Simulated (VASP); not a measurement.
Runs of VASP 6.6.1 on Ba. The structure is that of space group Fm-3m (No. 225), or close to it. The cells are those of the table. 

| cell | gap on the mesh (eV) | pressure (GPa) |
| --- | --- | --- |
| a = 3.904 Å, angles 60.5°, 1 atom | none | 5.4 |
| a = 3.312 Å, angles 60.7°, 1 atom | none | (a) |
| a = 4.576 Å, angles 59.2°, 1 atom | none | 0.0 |
| a = 3.664 Å, angles 59.8°, 1 atom | none | 11.3 |

Alike in all rows: task single point; level r2SCAN; potentials or basis VASP PAW PBE potentials, release 64 (Ba_sv); no spin polarisation; k mesh 6 × 6 × 6, shifted; cutoff (eV) 520; smearing methfessel-paxton 0.1 eV.

Fill in the values left out.

(a) 24.6.

Caveats: some runs use coarse meshes; the PAW data sets were made with another functional, which shifts forces and pressure a little; spin-orbit coupling is left out, which moves the levels of the heavy elements.

A k mesh can miss the band edges, and the runs leave out spin-orbit coupling on Ba.

A gap of «none» marks levels without a gap at the run's occupations.
